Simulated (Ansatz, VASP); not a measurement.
**Sn3Se in VASP and in Ansatz**

INCAR

```
PREC = Accurate
ENCUT = 600
EDIFF = 1E-6
ISMEAR = -1
SIGMA = 0.05
LREAL = False
LASPH = True
NELM = 60
ALGO = Normal
ISIF = 3
LWAVE = False
LCHARG = False
GGA = PS
IBRION = 2
NSW = 60
EDIFFG = -0.01
```

KPOINTS

```
Automatic mesh
0
Gamma
  6 6 6
```

File POSCAR:

```
Sn3Se
1.0
    4.7418790000      0.0000000000      0.0000000000
    0.0000000000      4.7418790000      0.0000000000
    0.0000000000      0.0000000000      4.7418790000
Sn Se
3 1
Direct
    0.5000000000      0.5000000000      0.0000000000
    0.5000000000      0.0000000000      0.5000000000
    0.0000000000      0.5000000000      0.5000000000
    0.0000000000      0.0000000000      0.0000000000
```

Contents of input.yaml:

```yaml
crystal:
  lattice:
    - [4.741879, 0.0, 0.0]
    - [0.0, 4.741879, 0.0]
    - [0.0, 0.0, 4.741879]
  atoms:
    - { symbol: Sn, position: [0.5, 0.5, 0.0] }
    - { symbol: Sn, position: [0.5, 0.0, 0.5] }
    - { symbol: Sn, position: [0.0, 0.5, 0.5] }
    - { symbol: Se, position: [0.0, 0.0, 0.0] }
hamiltonian:
  xc: pbesol
  pseudopotentials: { kind: paw }
kpoints:
  mp_grid: { grid: [6, 6, 6] }
scf:
  occupations: { method: fermi_dirac, width: 0.05 }
output:
  forces: true
  stress: true
  eigenvalues: true
  write_density: true
  write_potential: true
  elf: true
  volumetric_format: npy
relax:
  f_tol: 0.01
  max_steps: 40
  cell: { stress_tol: 0.05 }
```

Alike in both runs: task relaxation of cell and atoms; functional PBEsol; k mesh 6 × 6 × 6; occupations fermi-dirac, width 0.05 eV; no spin polarisation.

|  | VASP | Ansatz |
| --- | --- | --- |
| version | VASP 6.6.1 | Ansatz 0.2.0 |
| potentials or method | VASP PAW PBE potentials, release 64 (Sn_d, Se) | Ansatz PAW |
| plane-wave cutoff (eV) | 600 | 420 |
| valence electrons in the cell | 48 | 58 |

```tsv
	VASP	Ansatz	Ansatz less VASP
gap on the k mesh at the Fermi level, each at its own relaxed structure (eV)	none	none	-
relaxed volume (Å³/atom)	25.26	25.26	-0.007
relaxed cell length with the largest relative difference (Å)	4.658	4.657	-0.0004
```

VASP's potentials were made for PBE, not for PBEsol. A gap of «none» marks a metal or a gap that the smearing closes. VASP's potentials hold 48 valence electrons a cell and Ansatz's 58, so a difference there can come from the potentials and not from the codes.

Noted on Ansatz's run: the plane-wave basis is chosen anew once the cell has moved, so the energies of steps on either side of that aren't comparable.
